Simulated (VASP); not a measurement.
Crystal: CsAg2.

```
Cs Ag
1.0
     0.00000    4.48308    4.48308
     4.48308    0.00000    4.48308
     4.48308    4.48308    0.00000
Cs Ag
2 4
Direct
  0.75000 0.75000 0.75000
  0.00000 0.00000 0.00000
  0.36063 0.36063 0.36063
  0.36063 0.36063 0.91812
  0.36063 0.91812 0.36063
  0.91812 0.36063 0.36063
```

The cell was built from a structure type or drawn by symmetry, and may not be a known phase.

```yaml
Program: VASP 6.6.1
Task: relaxation of cell and atoms
Functional: PBE
Potentials_or_basis: VASP PAW PBE potentials, release 64 (Cs_sv, Ag)
Cutoff: 600 eV
k_mesh: 4 × 4 × 4
Occupations: gaussian, width 0.1 eV
Spin: no spin polarisation
```

At the start: pressure 1.6 GPa; volume 30.03 Å³/atom.

Q: Where does the relaxation end?

A: Over 10 steps the energy falls by 40.3 meV/atom and the volume is 29.38 Å³/atom (-2.2 %); space group F-43m (No. 216, to 0.1 Å) before, Fd-3m (No. 227, to 0.1 Å).

The path:
| step | energy change (eV) | largest force (eV/Å) | pressure (GPa) | volume (Å³) |
| --- | --- | --- | --- | --- |
| 1 | 0.0000 | 0.7840 | 1.65 | 180.20 |
| 2 | -0.1188 | 0.3342 | -0.09 | 188.38 |
| 3 | -0.1279 | 0.2142 | -0.61 | 191.75 |
| 4 | -0.1503 | 0.2071 | -0.51 | 189.12 |
| 5 | -0.2020 | 0.1857 | -0.06 | 181.36 |
| 6 | -0.1851 | 0.0471 | 1.76 | 166.48 |
| 7 | -0.2184 | 0.1627 | 0.44 | 175.89 |
| 8 | -0.2194 | 0.1489 | 0.64 | 174.08 |
| 9 | -0.2356 | 0.0686 | 0.38 | 175.02 |
| 10 | -0.2418 | 0.0149 | 0.16 | 176.28 |

Final structure:
```
Cs Ag
1.0
     0.00000    4.45036    4.45036
     4.45036    0.00000    4.45036
     4.45036    4.45036    0.00000
Cs Ag
2 4
Direct
  0.75000 0.75000 0.75000
  0.00000 0.00000 0.00000
  0.37552 0.37552 0.37552
  0.37552 0.37552 0.87344
  0.37552 0.87344 0.37552
  0.87344 0.37552 0.37552
```
